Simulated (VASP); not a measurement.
Here is a VASP 6.6.1 calculation.

INCAR

```
SYSTEM = HgTe
PREC = Accurate ; ENCUT = 500
EDIFF = 1E-6 ; ISMEAR = -1
SIGMA = 0.05 ; LREAL = .FALSE.
LASPH = .TRUE. ; NELM = 120
ALGO = Normal ; ISIF = 2
LWAVE = .FALSE. ; LCHARG = .TRUE.
GGA = CA ; LELF = .TRUE.
LVHAR = .TRUE. ; NBANDS = 16
GGA_COMPAT = .FALSE.
```

Contents of KPOINTS:

```
Automatic mesh
0
Gamma
  4 4 4
  0.5 0.5 0.5
```

File POSCAR:

```
HgTe
1.0
   -3.0456030000      3.0456030000      1.5594100000
    3.0456030000     -3.0456030000      1.5594100000
    3.0456030000      3.0456030000     -1.5594100000
Hg Te
1 1
Direct
    0.7500000000      0.2500000000      0.5000000000
    0.0000000000      0.0000000000      0.0000000000
```

Potentials or basis: VASP PAW LDA potentials, release 64 (Hg, Te).

Launch:

```bash
$ cat potpaw_LDA.64/Hg/POTCAR potpaw_LDA.64/Te/POTCAR > POTCAR
$ mpirun -np 1 vasp_std > vasp.out
```

**Question.** What does it give for the band gap on the k mesh?

**Answer.** Zero (bands 9 and 10 overlap by 1.79 eV).

**Question.** What does it give for the pressure?

**Answer.** -4.5 GPa.

Stress tensor (GPa, compression positive):
```
-8.18  0.00  0.00
 0.00 -8.18  0.00
 0.00  0.00  2.87
```

Caveat: the k points lie up to 0.57 Å⁻¹ apart, too coarse for converged energies and pressures of a metal; spin-orbit coupling is left out, which moves the levels of the heavy elements.
